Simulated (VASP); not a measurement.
# As (R-3m) in VASP: further runs

Runs on As. Level: r2SCAN. Tasks: single point, relaxation of cell and atoms.

All numbers are computed with VASP 6.6.1; they aren't measurements. Logs are shortened: lines on timing, memory, paths and dates and some standing lists are left out, and cuts for length are marked.

## (1) The cell of the first run

Symmetry: R-3m, No. 166, trigonal system. The conventional cell has a = 3.750 Å, b = 3.750 Å, c = 11.230 Å, α = 90.00°, β = 90.00°, γ = 120.00°. Within 3.3 Å of As (site symmetry 3m) lie 6 As at 2.51 to 3.28 Å.

## (2) Single point, r2SCAN

Contents of POSCAR:

```
As
1.0
    1.8748890302      1.0824676863      3.7432486055
   -1.8748890302      1.0824676863      3.7432486055
    0.0000000000     -2.1649353725      3.7432486055
As
2
Direct
    0.7763732048      0.7763732048      0.7763732048
    0.2236267952      0.2236267952      0.2236267952
```

Contents of INCAR.step1:

```
SYSTEM = As
ALGO     = Normal         ! electronic algorithm
EDIFF    = 1E-5           ! SCF threshold, eV
ENCUT    = 550            ! plane-wave cutoff, eV
GGA      = PE             ! functional
GGA_COMPAT= .False.      
ISMEAR   = 0              ! smearing method
LASPH    = .True.         ! aspherical terms in the spheres
LCHARG   = .False.        ! write CHGCAR
LREAL    = .False.        ! projectors in reciprocal space
LWAVE    = .True.         ! write WAVECAR
NBANDS   = 12             ! bands
NELM     = 120            ! most SCF steps
PREC     = Accurate       ! precision mode
SIGMA    = 0.05           ! smearing width, eV
```

Contents of INCAR.step2:

```
SYSTEM = As
ALGO     = Normal         ! electronic algorithm
EDIFF    = 1E-6           ! SCF threshold, eV
ENCUT    = 550            ! plane-wave cutoff, eV
GGA_COMPAT= .False.      
ISIF     = 2              ! what is computed and relaxed
ISMEAR   = 0              ! smearing method
ISTART   = 1            
LASPH    = .True.         ! aspherical terms in the spheres
LCHARG   = .False.        ! write CHGCAR
LMIXTAU  = .True.       
LREAL    = .False.        ! projectors in reciprocal space
LWAVE    = .False.        ! write WAVECAR
METAGGA  = R2SCAN         ! meta-GGA
NBANDS   = 12             ! bands
NELM     = 120            ! most SCF steps
PREC     = Accurate       ! precision mode
SIGMA    = 0.05           ! smearing width, eV
```

Contents of KPOINTS:

```
k-points
0
Gamma
  8 8 8
  0 0 0
```

Potentials or basis: VASP PAW PBE potentials, release 64 (As).

On the command line:

```sh
$ cat potpaw_PBE.64/As/POTCAR > POTCAR
$ cp INCAR.step1 INCAR
$ mpirun -np 1 vasp_std > vasp.out
$ cp INCAR.step2 INCAR
$ mpirun -np 1 vasp_std > vasp.out
```

OUTCAR:

```text
SYSTEM = As
   EDIFF = 1E-6
   ENCUT = 550
   ISIF = 2
   ISMEAR = 0
   ISTART = 1
   LASPH = .True.
   LREAL = .False.
   METAGGA = R2SCAN
   NELM = 120
   PREC = Accurate

 ion  position               nearest neighbor table
   1  0.776  0.776  0.776-   2 2.51   2 2.51   2 2.51
   2  0.224  0.224  0.224-   1 2.51   1 2.51   1 2.51

  LATTYP: Found a trigonal (rhomboedric) cell.
 ALAT       =     4.3242173037
 COS(alpha) =     0.6240188160

  Lattice vectors:

 A1 = (   1.8748890302,   1.0824676863,   3.7432486055)
 A2 = (  -1.8748890302,   1.0824676863,   3.7432486055)
 A3 = (   0.0000000000,  -2.1649353725,   3.7432486055)

Analysis of symmetry for initial positions (statically):
=====================================================================
 Subroutine PRICEL returns:
 Original cell was already a primitive cell.

 Routine SETGRP: Setting up the symmetry group for a
 trigonal (rhombohedral) supercell.

 Subroutine GETGRP returns: Found 12 space group operations
 (whereof 12 operations were pure point group operations)
 out of a pool of 12 trial point group operations.

The static configuration has the point symmetry D_3d.

Analysis of symmetry for dynamics (positions and initial velocities):
=====================================================================
 Subroutine PRICEL returns:
 Original cell was already a primitive cell.

 Routine SETGRP: Setting up the symmetry group for a
 trigonal (rhombohedral) supercell.

 Subroutine GETGRP returns: Found 12 space group operations
 (whereof 12 operations were pure point group operations)
 out of a pool of 12 trial point group operations.

The dynamic configuration has the point symmetry D_3d.

 Subroutine INISYM returns: Found 12 space group operations
 (whereof 12 operations are pure point group operations),
 and found     1 'primitive' translations

----------------------------------------------------------------------------------------

                                     Primitive cell

  volume of cell :      45.5817

  direct lattice vectors                    reciprocal lattice vectors
     1.874889030  1.082467686  3.743248605     0.266682450  0.153969184  0.089049211
    -1.874889030  1.082467686  3.743248605    -0.266682450  0.153969184  0.089049211
     0.000000000 -2.164935373  3.743248605     0.000000000 -0.307938369  0.089049211

  length of vectors
     4.324217304  4.324217304  4.324217304     0.320555457  0.320555457  0.320555457

  position of ions in fractional coordinates (direct lattice)
     0.776373205  0.776373205  0.776373205
     0.223626795  0.223626795  0.223626795

  ion indices of the primitive-cell ions
   primitive index   ion index
                 1           1
                 2           2

----------------------------------------------------------------------------------------

 KPOINTS: k-points

Automatic generation of k-mesh.
 Grid dimensions read from file:
 generate k-points for:    8    8    8

 Generating k-lattice:

  Cartesian coordinates                     Fractional coordinates (reciprocal lattice)
     0.033335306  0.019246148  0.011131151     0.125000000  0.000000000  0.000000000
    -0.033335306  0.019246148  0.011131151     0.000000000  0.125000000  0.000000000
     0.000000000 -0.038492296  0.011131151    -0.000000000 -0.000000000  0.125000000

  Length of vectors
     0.040069432  0.040069432  0.040069432

  Shift w.r.t. Gamma in fractional coordinates (k-lattice)
     0.000000000  0.000000000  0.000000000

 Subroutine IBZKPT returns following result:
 ===========================================

 Found     65 irreducible k-points:

 Following reciprocal coordinates:
            Coordinates               Weight
  0.000000  0.000000  0.000000      1.000000
  0.125000 -0.000000  0.000000      6.000000
  0.250000 -0.000000  0.000000      6.000000
  0.375000 -0.000000  0.000000      6.000000
  0.500000 -0.000000  0.000000      3.000000
  0.125000  0.125000  0.000000      6.000000
[... 16 lines left out ...]
  0.250000  0.125000  0.125000      6.000000
  0.375000  0.125000  0.125000      6.000000
 [... further k-points ...]
   k-points           NKPTS =     65   k-points in BZ     NKDIM =     65   number of bands    NBANDS=     12
   number of dos      NEDOS =    301   number of ions     NIONS =      2
   total plane-waves  NPLWV =  46656
   dimension x,y,z NGX =    36 NGY =   36 NGZ =   36
   dimension x,y,z NGXF=    72 NGYF=   72 NGZF=   72
   ions per type =               2
   NGX,Y,Z   is equivalent  to a cutoff of  13.84, 13.84, 13.84 a.u.
   NGXF,Y,Z  is equivalent  to a cutoff of  27.68, 27.68, 27.68 a.u.
 SYSTEM =  As
   PREC   = accura    normal or accurate (medium, high low for compatibility)
   ISTART =      1    job   : 0-new  1-cont  2-samecut
   ICHARG =      0    charge: 1-file 2-atom 10-const
   ISPIN  =      1    spin polarized calculation?
   LNONCOLLINEAR =      F non collinear calculations
   LSORBIT =      F    spin-orbit coupling
   LASPH  =      T    aspherical Exc in radial PAW
   ENCUT  =  550.0 eV  40.42 Ry    6.36 a.u.   8.27  8.27  8.27*2*pi/ulx,y,z
   NELM   =    120;   NELMIN=  2; NELMDL=  0     # of ELM steps
   EDIFF  = 0.1E-05   stopping-criterion for ELM
   LREAL  =      F    real-space projection
[... 7 lines left out ...]
   TEBEG  =    0.0;   TEEND  =   0.0 temperature during run
   PSTRESS=    0.0 pullay stress
   NELECT =      10.0000    total number of electrons
   NUPDOWN=      -1.0000    fix difference up-down
   EMIN   =  10.00;   EMAX   =-10.00  energy-range for DOS
   EFERMI =   0.00;   METHOD = LEGACY
   ISMEAR =     0;   SIGMA  =   0.05  broadening in eV -4-tet -1-fermi 0-gaus
   EFERMI_NEDOS =   21; number of points for ismear=-14 and -15
   IALGO  =     38    algorithm
   IMIX   =      4    mixing-type and parameters
     AMIX     =   0.40;   BMIX     =  1.00
     AMIX_MAG =   1.60;   BMIX_MAG =  1.00
  volume/ion in A,a.u.               =      22.79       153.80
  Fermi-wavevector in a.u.,A,eV,Ry     =   0.987366  1.865851 13.264197  0.974891
  Thomas-Fermi vector in A             =   2.118814
   LORBIT       =      0    0 simple, 1 ext, 2 COOP (PROOUT), +10 PAW based schemes
   METAGGA = R2SCAN    functional components
   LHFCALC =     F    Hartree Fock is set to
   AEXX    =    0.0000 exact exchange contribution
   IVDW    =     0    specifies the selected vdW correction
   LEPSILON=     F    determine dielectric tensor
   LRPA    =     F    only Hartree local field effects (RPA)
 non-spin polarized calculation
 Gauss-broadening in eV      SIGMA  =   0.05
  energy-cutoff  :      550.00
  volume of cell :       45.58
 maximum number of plane-waves:      1368
 NGX is ok and might be reduce to    36
   NGX = 17   NGY = 17   NGZ = 17

 number of electron      10.0000000 magnetization

 Free energy of the ion-electron system (eV)
  ---------------------------------------------------
  ext. energy  EPLUGINS =         0.00000000
  ---------------------------------------------------
  free energy    TOTEN  =       -29.39949992 eV

  energy without entropy =      -29.39914981  energy(sigma->0) =      -29.39932486

 E-fermi :   5.0145     XC(G=0): -10.0995

 val. band max:        4.9094077631   @ k =   0.5000   0.3750   0.3750
 cond. band min:       5.0149808363   @ k =   0.3750  -0.0000   0.0000
 fundamental gap:      0.1055730732
 Fermi energy:         5.0145161101

 k-point     1 :       0.0000    0.0000    0.0000
  band No.  band energies     occupation
      1     -10.7022      2.00000
      2      -1.6350      2.00000
      3       1.9903      2.00000
      4       2.7545      2.00000
      5       2.7545      2.00000
      6       6.2762      0.00000
      7       7.5837      0.00000
      8       7.5837      0.00000
      9      12.4971      0.00000
     10      12.4971      0.00000
     11      13.0666      0.00000
     12      14.2625      0.00000

 k-point     2 :       0.1250   -0.0000    0.0000
  band No.  band energies     occupation
      1     -10.4882      2.00000
      2      -2.1890      2.00000
      3       1.9956      2.00000
      4       2.4557      2.00000
      5       2.5393      2.00000
      6       6.6688      0.00000
      7       7.3871      0.00000
      8       7.5748      0.00000
      9      11.2610      0.00000
     10      12.0913      0.00000
     11      12.3313      0.00000
     12      15.3394      0.00000

 k-point     3 :       0.2500   -0.0000    0.0000
  band No.  band energies     occupation
      1      -9.8568      2.00000
      2      -3.6262      2.00000
      3       1.5055      2.00000
      4       2.1053      2.00000
      5       3.0066      2.00000
      6       5.8687      0.00000
      7       7.0962      0.00000
      8       7.2861      0.00000
      9      11.3758      0.00000
     10      11.9513      0.00000
     11      13.2197      0.00000
     12      17.3382      0.00000
[... 286 lines left out ...]
 k-point    23 :       0.2500    0.1250    0.1250
  band No.  band energies     occupation
      1     -10.3171      2.00000
      2      -3.0110      2.00000
      3       1.3588      2.00000
      4       2.7307      2.00000
      5       3.7943      2.00000
      6       6.1743      0.00000
      7       6.8967      0.00000
      8       7.8972      0.00000
      9      11.7392      0.00000
     10      12.3980      0.00000
     11      12.7082      0.00000
     12      14.9377      0.00000

 k-point    24 :       0.3750    0.1250    0.1250
  band No.  band energies     occupation
      1      -9.6312      2.00000
      2      -4.1365      2.00000
      3       0.3484      2.00000
      4       2.2430      2.00000
      5       4.5141      2.00000
      6       5.2158      0.00000
      7       6.8062      0.00000
      8       8.2827      0.00000
      9      11.6437      0.00000
     10      13.0983      0.00000
     11      13.2824      0.00000
     12      16.1361      0.00000

 [... further k-points ...]
[... 5 lines left out ...]
  --------------------------------------------------------------------------------------
  -------------------------------------------------------------------------------------
  Total        0.0283340      0.0283340      0.0232947      0.0000000      0.0000000      0.0000000
  in kB        0.9959282      0.9959282      0.8187985      0.0000000      0.0000000      0.0000000
  external PRESSURE =       0.9368849 kB  Pullay stress =       0.0000000 kB

 VOLUME and BASIS-vectors are now :
 -----------------------------------------------------------------------------
  energy-cutoff  :      550.00
  volume of cell :       45.58
      direct lattice vectors                 reciprocal lattice vectors
     1.874889030  1.082467686  3.743248605     0.266682450  0.153969184  0.089049211
    -1.874889030  1.082467686  3.743248605    -0.266682450  0.153969184  0.089049211
     0.000000000 -2.164935373  3.743248605     0.000000000 -0.307938369  0.089049211

 POSITION                                       TOTAL-FORCE (eV/Angst)
 -----------------------------------------------------------------------------------
      0.00000      0.00000      8.71847         0.000000     -0.000000     -0.043785
      0.00000      0.00000      2.51127         0.000000      0.000000      0.043785
 -----------------------------------------------------------------------------------
    total drift:                               -0.000000      0.000000     -0.000000

  FREE ENERGIE OF THE ION-ELECTRON SYSTEM (eV)
  ---------------------------------------------------
  free  energy   TOTEN  =       -29.3994999157 eV

  energy  without entropy=      -29.3991498095  energy(sigma->0) =      -29.39932486
```

Run time: 2.3 min. Hardware: 1 thread of Intel Xeon 8259CL, shared host; peak memory 0.22 GiB.

Results:

- Free energy: -29.3995 eV
- Pressure: 0.1 GPa
- Largest force: 0.044 eV/Å
- Band gap on the k mesh: zero (bands 5 and 6 overlap by 0.40 eV)

Forces on the atoms (eV/Å):
```
As   0.000  0.000 -0.044
As   0.000  0.000  0.044
```

Caveat: the PAW data sets were made with another functional, which shifts forces and pressure a little.

## (3) Relaxation of cell and atoms, r2SCAN

This run uses another cell than the first one, of 21.53 Å³/atom.

Contents of POSCAR:

```
As
1.0
    1.8807950000      1.0858774995      3.5140633333
   -1.8807950000      1.0858774995      3.5140633333
    0.0000000000     -2.1717549991      3.5140633333
As
2
Direct
    0.7739966667      0.7739966667      0.7739966667
    0.2260033333      0.2260033333      0.2260033333
```

Contents of INCAR.step1:

```
  PREC = Accurate
  ENCUT = 550
  ISMEAR = 0
  SIGMA = 0.05
  LREAL = F
  LASPH = T
  NELM = 120
  GGA = PE
  ALGO = Normal
  EDIFF = 1E-5
  LWAVE = T
  LCHARG = F
  GGA_COMPAT = F
  IBRION = 2
  ISIF = 3
  EDIFFG = -0.005
  NELMIN = 4
  NSW = 100
```

Contents of INCAR.step2:

```
  PREC = Accurate
  ENCUT = 550
  EDIFF = 1E-7
  ISMEAR = 0
  SIGMA = 0.05
  LREAL = F
  LASPH = T
  NELM = 120
  ALGO = Normal
  ISIF = 3
  LWAVE = F
  LCHARG = F
  METAGGA = R2SCAN
  LMIXTAU = T
  IBRION = 2
  NSW = 80
  EDIFFG = -0.03
  ISTART = 1
  GGA_COMPAT = F
  NELMIN = 4
```

Contents of KPOINTS:

```
Automatic mesh
0
Gamma
  8 8 8
```

Potentials or basis: VASP PAW PBE potentials, release 64 (As).

On the command line:

```sh
$ cat potpaw_PBE.64/As/POTCAR > POTCAR
$ cp INCAR.step1 INCAR
$ mpirun -np 1 vasp_std > vasp.out
$ cp INCAR.step2 INCAR
$ mpirun -np 1 vasp_std > vasp.out
```

Wall time 8.6 min (1 thread of Intel Xeon 8259CL, shared host); peak memory 0.21 GiB.

Results (log left out):

```
Free energy                           : -29.3994 eV
Relaxed volume                        : 22.66 Å³/atom
Relaxed cell                          : a = 4.293 Å, b = 4.293 Å, c = 4.293 Å, α = 51.93°, β = 51.93°, γ = 51.93°
Space group after relaxing (to 0.1 Å) : R-3m (No. 166)
Energy gained by relaxing             : 5.9 meV/atom
Ionic steps                           : 8
Pressure after relaxing               : -0.1 GPa
Largest force after relaxing          : 0.014 eV/Å
Band gap on the k mesh                : zero (bands 5 and 6 overlap by 0.43 eV)
```

Forces in eV/Å, atoms in the order of the input:
```
As   0.000  0.000  0.014
As   0.000  0.000 -0.014
```

Stress tensor (GPa, compression positive):
```
-0.13  0.00  0.00
 0.00 -0.13  0.00
 0.00  0.00 -0.04
```

Step by step:
```csv
step,energy change (eV),largest force (eV/Å),pressure (GPa),volume (Å³)
1,0.0000,0.1831,1.96,43.06
2,-0.0028,0.2443,-1.26,44.72
3,-0.0066,0.0651,0.07,43.99
4,-0.0075,0.0547,0.06,44.12
5,-0.0096,0.0198,0.03,44.50
6,-0.0114,0.0576,0.00,45.24
7,-0.0112,0.1072,-0.23,45.41
8,-0.0117,0.0142,-0.10,45.32
```

Final structure:
```
CELL_PARAMETERS angstrom
1.87936 1.08505 3.70373
-1.87936 1.08505 3.70373
0.00000 -2.17009 3.70373
ATOMIC_POSITIONS crystal
As 0.77569 0.77569 0.77569
As 0.22431 0.22431 0.22431
```

Levels at points of the mesh, in eV from the Fermi level:
```csv
k point,band 1,band 2,band 3,band 4,band 5,band 6,band 7,band 8,band 9
"(0.00, 0.00, 0.00)",-15.74,-6.62,-3.04,-2.31,-2.31,1.29,2.57,2.57,7.37
"(0.50, 0.00, 0.00)",-13.03,-11.59,-3.55,-3.38,-0.91,-0.36,0.29,1.55,8.44
"(0.50, 0.50, 0.00)",-13.01,-10.48,-6.11,-4.47,-4.37,1.42,5.00,6.65,6.92
"(0.50, 0.50, 0.50)",-14.75,-10.31,-2.09,-2.09,-0.55,0.87,0.87,1.67,8.13
```

Caveat: the PAW data sets were made with another functional, which shifts forces and pressure a little.

The gap in the log of VASP goes by the Fermi energy; the results here count the filled bands.